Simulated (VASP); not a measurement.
# Zn (Fm-3m) in VASP: notebook

Runs on Zn. Level: r2SCAN. Tasks: single point, relaxation of cell and atoms.

All numbers are computed with VASP 6.6.1; they aren't measurements. Logs are shortened: lines on timing, memory, paths and dates and some standing lists are left out, and cuts for length are marked.

## 1. The cell of the first run

The structure is cubic, space group Fm-3m (No. 225). Conventional cell: a = 4.007 Å, b = 4.007 Å, c = 4.007 Å, α = 90.00°, β = 90.00°, γ = 90.00°. Zn (site symmetry m-3m) has 12 Zn at 2.83 Å within 3.7 Å.

This isn't the form of Zn at room conditions, which is hcp.

## 2. Single point, r2SCAN (16.08 Å³/atom)

POSCAR

```
Zn
1.0
    0.0000000000      2.0032580661      2.0032580661
    2.0032580661      0.0000000000      2.0032580661
    2.0032580661      2.0032580661      0.0000000000
Zn
1
Direct
    0.0000000000      0.0000000000      0.0000000000
```

INCAR.step1

```
ALGO = Normal
EDIFF = 1E-4
ENCUT = 520
GGA = PE
ISMEAR = -1
LASPH = T
LCHARG = F
LREAL = F
LWAVE = T
NBANDS = 12
NELM = 60
PREC = Accurate
SIGMA = 0.1
```

INCAR.step2

```
ALGO = Normal
EDIFF = 1E-6
ENCUT = 520
ISIF = 2
ISMEAR = -1
ISTART = 1
LASPH = T
LCHARG = F
LMIXTAU = T
LREAL = F
LWAVE = F
METAGGA = R2SCAN
NBANDS = 12
NELM = 60
PREC = Accurate
SIGMA = 0.1
```

KPOINTS

```
k-points
0
Gamma
  16 16 16
```

Potentials or basis: VASP PAW PBE potentials, release 64 (Zn).

The run is started by

```bash
> cat potpaw_PBE.64/Zn/POTCAR > POTCAR
> cp INCAR.step1 INCAR
> mpirun -np 1 vasp_std > vasp.out
> cp INCAR.step2 INCAR
> mpirun -np 1 vasp_std > vasp.out
```

OUTCAR:

```text
EDIFF = 1E-6
   ENCUT = 520
   ISIF = 2
   ISMEAR = -1
   ISTART = 1
   LASPH = T
   LREAL = F
   METAGGA = R2SCAN
   NELM = 60
   PREC = Accurate

 ion  position               nearest neighbor table
   1  0.000  0.000  0.000-

  LATTYP: Found a face centered cubic cell.
 ALAT       =     4.0065161322

  Lattice vectors:

 A1 = (   0.0000000000,   2.0032580661,   2.0032580661)
 A2 = (   2.0032580661,   0.0000000000,   2.0032580661)
 A3 = (   2.0032580661,   2.0032580661,   0.0000000000)

Analysis of symmetry for initial positions (statically):
=====================================================================
 Subroutine PRICEL returns:
 Original cell was already a primitive cell.

 Routine SETGRP: Setting up the symmetry group for a
 face centered cubic supercell.

 Subroutine GETGRP returns: Found 48 space group operations
 (whereof 48 operations were pure point group operations)
 out of a pool of 48 trial point group operations.

The static configuration has the point symmetry O_h .

Analysis of symmetry for dynamics (positions and initial velocities):
=====================================================================
 Subroutine PRICEL returns:
 Original cell was already a primitive cell.

 Routine SETGRP: Setting up the symmetry group for a
 face centered cubic supercell.

 Subroutine GETGRP returns: Found 48 space group operations
 (whereof 48 operations were pure point group operations)
 out of a pool of 48 trial point group operations.

The dynamic configuration has the point symmetry O_h .

 Subroutine INISYM returns: Found 48 space group operations
 (whereof 48 operations are pure point group operations),
 and found     1 'primitive' translations

----------------------------------------------------------------------------------------

                                     Primitive cell

  volume of cell :      16.0783

  direct lattice vectors                    reciprocal lattice vectors
     0.000000000  2.003258066  2.003258066    -0.249593404  0.249593404  0.249593404
     2.003258066  0.000000000  2.003258066     0.249593404 -0.249593404  0.249593404
     2.003258066  2.003258066  0.000000000     0.249593404  0.249593404 -0.249593404

  length of vectors
     2.833034726  2.833034726  2.833034726     0.432308457  0.432308457  0.432308457

  position of ions in fractional coordinates (direct lattice)
[... 83 lines left out ...]
   ISIF   =      2    stress and relaxation
   ISYM   =      2    0-nonsym 1-usesym 2-fastsym
   POTIM  = 0.5000    time-step for ionic-motion
   TEBEG  =    0.0;   TEEND  =   0.0 temperature during run
   PSTRESS=    0.0 pullay stress
   NELECT =      12.0000    total number of electrons
   NUPDOWN=      -1.0000    fix difference up-down
   EMIN   =  10.00;   EMAX   =-10.00  energy-range for DOS
   EFERMI =   0.00;   METHOD = LEGACY
   ISMEAR =    -1;   SIGMA  =   0.10  broadening in eV -4-tet -1-fermi 0-gaus
   EFERMI_NEDOS =   21; number of points for ismear=-14 and -15
   IALGO  =     38    algorithm
   IMIX   =      4    mixing-type and parameters
     AMIX     =   0.40;   BMIX     =  1.00
     AMIX_MAG =   1.60;   BMIX_MAG =  1.00
  volume/ion in A,a.u.               =      16.08       108.50
  Fermi-wavevector in a.u.,A,eV,Ry     =   1.484984  2.806212 30.003248  2.205177
  Thomas-Fermi vector in A             =   2.598452
   LORBIT       =      0    0 simple, 1 ext, 2 COOP (PROOUT), +10 PAW based schemes
   METAGGA = R2SCAN    functional components
   LHFCALC =     F    Hartree Fock is set to
   AEXX    =    0.0000 exact exchange contribution
   IVDW    =     0    specifies the selected vdW correction
   LEPSILON=     F    determine dielectric tensor
   LRPA    =     F    only Hartree local field effects (RPA)
 non-spin polarized calculation
  energy-cutoff  :      520.00
  volume of cell :       16.08
 maximum number of plane-waves:       445
 NGX is ok and might be reduce to    24
   NGX = 11   NGY = 11   NGZ = 11

 number of electron      11.9999989 magnetization

 Free energy of the ion-electron system (eV)
  ---------------------------------------------------
  ext. energy  EPLUGINS =         0.00000000
  ---------------------------------------------------
  free energy    TOTEN  =        -8.82414874 eV

  energy without entropy =       -8.81129391  energy(sigma->0) =       -8.81772132

 E-fermi :   2.5742     XC(G=0): -12.3258

 val. band max:        2.5726166087   @ k =  -0.3750   0.1875   0.0625
 cond. band min:       2.5851629314   @ k =   0.4375   0.0000   0.0000
 fundamental gap:      0.0125463227
 Fermi energy:         2.5742423644

 k-point     1 :       0.0000    0.0000    0.0000
  band No.  band energies     occupation
      1      -7.8059      2.00000
      2      -5.2394      2.00000
      3      -5.2393      2.00000
      4      -5.2393      2.00000
      5      -4.8944      2.00000
      6      -4.8944      2.00000
      7      21.0745      0.00000
      8      21.0746      0.00000
      9      21.0746      0.00000
     10      21.8231      0.00000
     11      23.6623      0.00000
     12      23.6623      0.00000
[... 331 lines left out ...]
 k-point    24 :      -0.0625    0.0625    0.0000
  band No.  band energies     occupation
      1      -7.4912      2.00000
      2      -5.2677      2.00000
      3      -5.2100      2.00000
      4      -5.1995      2.00000
      5      -4.9180      2.00000
      6      -4.8861      2.00000
      7      17.8788      0.00000
      8      18.1110      0.00000
      9      21.3721      0.00000
     10      21.8786      0.00000
     11      23.9002      0.00000
     12      25.4813      0.00000

 [... further k-points ...]

------------------------ aborting loop because EDIFF is reached ----------------------------------------

  FORCE on cell =-STRESS in cart. coord.  units (eV):
  Direction    XX          YY          ZZ          XY          YZ          ZX
  --------------------------------------------------------------------------------------
  -------------------------------------------------------------------------------------
  Total       -0.7226067     -0.7226067     -0.7226067      0.0000000     -0.0000000      0.0000000
  in kB      -72.0065319    -72.0065319    -72.0065319      0.0000000     -0.0000000      0.0000000
  external PRESSURE =     -72.0065319 kB  Pullay stress =       0.0000000 kB

 VOLUME and BASIS-vectors are now :
 -----------------------------------------------------------------------------
  energy-cutoff  :      520.00
  volume of cell :       16.08
      direct lattice vectors                 reciprocal lattice vectors
     0.000000000  2.003258066  2.003258066    -0.249593404  0.249593404  0.249593404
     2.003258066  0.000000000  2.003258066     0.249593404 -0.249593404  0.249593404
     2.003258066  2.003258066  0.000000000     0.249593404  0.249593404 -0.249593404

 POSITION                                       TOTAL-FORCE (eV/Angst)
 -----------------------------------------------------------------------------------
      0.00000      0.00000      0.00000        -0.000000     -0.000000     -0.000000
 -----------------------------------------------------------------------------------
    total drift:                               -0.000000     -0.000000     -0.000000

  FREE ENERGIE OF THE ION-ELECTRON SYSTEM (eV)
  ---------------------------------------------------
  free  energy   TOTEN  =        -8.8241487378 eV

  energy  without entropy=       -8.8112939091  energy(sigma->0) =       -8.81772132
```

OSZICAR.step1:

```text
N       E                     dE             d eps       ncg     rms          rms(c)
DAV:   1     0.429726142412E+02    0.42973E+02   -0.65077E+03  3544   0.156E+03
DAV:   2     0.160123149938E+00   -0.42812E+02   -0.40356E+02  3580   0.213E+02
DAV:   3    -0.115904988044E+01   -0.13192E+01   -0.13171E+01  4096   0.373E+01
DAV:   4    -0.116236245583E+01   -0.33126E-02   -0.33124E-02  3864   0.186E+00
DAV:   5    -0.116236499993E+01   -0.25441E-05   -0.25442E-05  3228   0.508E-02    0.244E+00
DAV:   6    -0.108308878935E+01    0.79276E-01   -0.42522E-01  4164   0.130E+01    0.192E+00
DAV:   7    -0.107937054977E+01    0.37182E-02   -0.80043E-03  3744   0.173E+00    0.970E-01
DAV:   8    -0.107768925174E+01    0.16813E-02   -0.11093E-03  4204   0.465E-01    0.394E-02
DAV:   9    -0.107769996315E+01   -0.10711E-04   -0.70356E-05  2624   0.110E-01
   1 F= -.10777000E+01 E0= -.10709236E+01  d E =-.135527E-01
```

Wall time 1.9 min (1 thread of Intel Xeon 8259CL, shared host); peak memory 0.16 GiB.

What came out:

```
Free energy            : -8.8241 eV
Pressure               : -7.2 GPa
Band gap on the k mesh : zero (bands 6 and 7 overlap by 3.72 eV)
```

Caveat: the cell stands under tension; the PAW data sets were made with another functional, which shifts forces and pressure a little.

## 3. Single point, r2SCAN

This run uses another cell than the first one, of 14.36 Å³/atom.

POSCAR

```
Zn
1.0
    0.0000000000      1.9289940699      1.9289940699
    1.9289940699      0.0000000000      1.9289940699
    1.9289940699      1.9289940699      0.0000000000
Zn
1
Direct
    0.0000000000      0.0000000000      0.0000000000
```

INCAR.step1

```
  PREC = Accurate
  ENCUT = 520
  ISMEAR = -1
  SIGMA = 0.1
  LREAL = False
  LASPH = True
  NELM = 100
  NBANDS = 12
  GGA = PE
  ALGO = Normal
  EDIFF = 1E-4
  LWAVE = True
  LCHARG = False
```

INCAR.step2

```
  PREC = Accurate
  ENCUT = 520
  EDIFF = 1E-7
  ISMEAR = -1
  SIGMA = 0.1
  LREAL = False
  LASPH = True
  NELM = 100
  ALGO = Normal
  ISIF = 2
  LWAVE = False
  LCHARG = True
  METAGGA = R2SCAN
  LMIXTAU = True
  LELF = True
  LVHAR = True
  NBANDS = 12
  ISTART = 1
```

KPOINTS

```
regular mesh
0
Gamma
  23 23 23
```

Potentials or basis: VASP PAW PBE potentials, release 64 (Zn).

The run is started by

```bash
> cat potpaw_PBE.64/Zn/POTCAR > POTCAR
> cp INCAR.step1 INCAR
> mpirun -np 1 vasp_std > vasp.out
> cp INCAR.step2 INCAR
> mpirun -np 1 vasp_std > vasp.out
```

It took 5.1 min on 1 thread of Intel Xeon 8259CL, shared host; peak memory 0.18 GiB.

The run converged. Its results:

| Property | Result |
| --- | --- |
| Free energy | -8.8721 eV |
| Pressure | 0.2 GPa |
| Band gap on the k mesh | zero (bands 6 and 7 overlap by 3.30 eV) |

Levels at points of the mesh, in eV from the Fermi level:
```csv
k point,band 4,band 5,band 6,band 7,band 8,band 9
"(0.00, 0.00, 0.00)",-8.12,-7.69,-7.69,20.10,20.13,20.13
```

Caveat: the PAW data sets were made with another functional, which shifts forces and pressure a little.

## 4. Relaxation of cell and atoms, r2SCAN

This run uses another cell than the first one, of 15.21 Å³/atom.

POSCAR

```
Zn
1.0
    0.0000000000      1.9665497572      1.9665497572
    1.9665497572      0.0000000000      1.9665497572
    1.9665497572      1.9665497572      0.0000000000
Zn
1
Direct
    0.0000000000      0.0000000000      0.0000000000
```

INCAR.step1

```
ALGO = Normal
EDIFF = 1E-4
ENCUT = 600
GGA = PE
ISMEAR = -1
LASPH = True
LCHARG = False
LREAL = False
LWAVE = True
NELM = 60
PREC = Accurate
SIGMA = 0.1
```

INCAR.step2

```
ALGO = Normal
EDIFF = 1E-6
EDIFFG = -0.01
ENCUT = 600
IBRION = 2
ISIF = 3
ISMEAR = -1
ISTART = 1
LASPH = True
LCHARG = False
LMIXTAU = True
LREAL = False
LWAVE = False
METAGGA = R2SCAN
NELM = 60
NSW = 80
PREC = Accurate
SIGMA = 0.1
```

KPOINTS

```
k-points
0
Gamma
  14 14 14
```

The run is started by

```bash
> cat potpaw_PBE.64/Zn/POTCAR > POTCAR
> cp INCAR.step1 INCAR
> mpirun -np 1 vasp_std > vasp.out
> cp INCAR.step2 INCAR
> mpirun -np 1 vasp_std > vasp.out
```

It took 4.6 min on 1 thread of Intel Xeon 8259CL, shared host; peak memory 0.17 GiB.

Results (log left out):

| Item | Value |
| --- | --- |
| Free energy | -8.8785 eV |
| Relaxed volume | 14.39 Å³/atom |
| Relaxed cell | a = 2.731 Å, b = 2.731 Å, c = 2.731 Å, α = 60.00°, β = 60.00°, γ = 60.00° |
| Space group after relaxing (to 0.1 Å) | Fm-3m (No. 225) |
| Energy gained by relaxing | 12.3 meV/atom |
| Ionic steps | 8 |
| Pressure after relaxing | 0.0 GPa |
| Band gap on the k mesh | zero (bands 6 and 7 overlap by 2.78 eV) |

Step by step:
```
step  energy change (eV)  largest force (eV/Å)  pressure (GPa)  volume (Å³)
   1              0.0000                0.0000           -4.24        15.21
   2             -0.0123                0.0000            0.36        14.34
   3             -0.0123                0.0000           -0.16        14.39
   4             -0.0123                0.0000            0.22        14.37
   5             -0.0123                0.0000           -0.28        14.41
   6             -0.0123                0.0000            0.14        14.39
   7             -0.0123                0.0000           -0.14        14.40
   8             -0.0123                0.0000           -0.01        14.39
```

Final structure:
```cif
data_structure
_symmetry_space_group_name_H-M 'P 1'
_symmetry_Int_Tables_number 1
_cell_length_a 2.7305
_cell_length_b 2.7305
_cell_length_c 2.7305
_cell_angle_alpha 60.000
_cell_angle_beta 60.000
_cell_angle_gamma 60.000
_cell_volume 14.39
loop_
_atom_site_label
_atom_site_type_symbol
_atom_site_fract_x
_atom_site_fract_y
_atom_site_fract_z
_atom_site_occupancy
Zn1 Zn 0.00000 0.00000 0.00000 1
```

Levels at points of the mesh, in eV from the Fermi level:
| k point | band 4 | band 5 | band 6 | band 7 | band 8 | band 9 |
| --- | --- | --- | --- | --- | --- | --- |
| (0.00, 0.00, 0.00) | -8.08 | -7.65 | -7.65 | 20.11 | 20.13 | 20.13 |
| (0.50, 0.00, 0.00) | -7.33 | -7.33 | -3.32 | -1.26 | 16.83 | 16.83 |
| (0.50, 0.50, 0.00) | -7.25 | -7.25 | -1.23 | 2.14 | 9.23 | 9.23 |

Caveat: the PAW data sets were made with another functional, which shifts forces and pressure a little.

## 5. Summary

| task | cell | k mesh | cutoff (eV) | gap on the mesh (eV) | pressure (GPa) |
| --- | --- | --- | --- | --- | --- |
| single point | a = 2.833 Å, angles 60.0°, 1 atom | 16 × 16 × 16 | 520 | none | -7.2 |
| single point | a = 2.728 Å, angles 60.0°, 1 atom | 23 × 23 × 23 | 520 | none | 0.2 |
| relaxation of cell and atoms | relaxed from a = 2.781 Å, angles 60.0°, 1 atom | 14 × 14 × 14 | 600 | none | 0.0 |

Alike in all rows: level r2SCAN; potentials or basis VASP PAW PBE potentials, release 64 (Zn); no spin polarisation; smearing fermi-dirac 0.1 eV.

Caveats: the PAW data sets were made with another functional, which shifts forces and pressure a little; the cell stands under tension (at least some runs).

Absolute energies hang on the potentials; compare differences alone.
